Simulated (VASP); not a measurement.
Crystal: TiAl.

```
Ti Al
1.0
     0.00000    2.59075    2.59075
     2.59075    0.00000    2.59075
     2.59075    2.59075    0.00000
Ti Al
1 1
Cartesian
  0.0000 0.0000 0.0000
  2.5907 2.5907 2.5907
```

```yaml
Program: VASP 6.6.1
Task: relaxation of cell and atoms
Functional: PBE
Potentials_or_basis: VASP PAW PBE potentials, release 64 (Ti_sv, Al)
Cutoff: 600 eV
k_mesh: 14 × 14 × 14
Occupations: gaussian, width 0.1 eV
Spin: no spin polarisation
```

At the start: pressure 5.7 GPa; volume 17.39 Å³/atom.

Question: How do energy, volume and symmetry change on relaxing?

Answer: Over 3 steps the energy falls by 19.1 meV/atom and the volume is 18.51 Å³/atom (+6.4 %); space group Fm-3m (No. 225, to 0.05 Å).

The path:
| step | energy change (eV) | largest force (eV/Å) | pressure (GPa) | volume (Å³) |
| --- | --- | --- | --- | --- |
| 1 | 0.0000 | 0.0000 | 5.73 | 34.78 |
| 2 | -0.0318 | 0.0000 | -2.00 | 38.00 |
| 3 | -0.0381 | 0.0000 | -0.01 | 37.02 |

Final structure:
```
Ti Al
1.0
     0.00000    2.64523    2.64523
     2.64523    0.00000    2.64523
     2.64523    2.64523    0.00000
Ti Al
1 1
Direct
  0.00000 0.00000 0.00000
  0.50000 0.50000 0.50000
```
